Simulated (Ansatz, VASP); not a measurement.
**AlN in VASP and in Ansatz**

```xyz
4
Lattice="3.1130 0.0000 0.0000 -1.5565 2.6959 0.0000 0.0000 0.0000 4.9810" Properties=species:S:1:pos:R:3 pbc="T T T"
Al    0.0000    1.7973    0.0000
Al    1.5565    0.8986    2.4905
N     0.0000    1.7973    1.8928
N     1.5565    0.8986    4.3833
```

Alike in both runs: task relaxation of cell and atoms; functional PBEsol; k mesh 12 × 12 × 6; occupations fermi-dirac, width 0.02 eV; no spin polarisation.

|  | VASP | Ansatz |
| --- | --- | --- |
| version | VASP 6.6.1 | Ansatz 0.2.0 |
| potentials or method | VASP PAW PBE potentials, release 64 (Al, N), cutoff 600 eV | PAW plane waves |
| valence electrons in the cell | 16 | 16 |

```csv
,VASP,Ansatz,Ansatz less VASP
"gap on the k mesh at the Fermi level, each at its own relaxed structure (eV)",4.12,4.10,-0.025
relaxed volume (Å³/atom),10.45,10.46,+0.011
relaxed length of the cell vector where the two differ most in proportion (Å),4.981,4.983,+0.0022
```

VASP's potentials were made for PBE, not for PBEsol, and Ansatz warns of the same on its side.
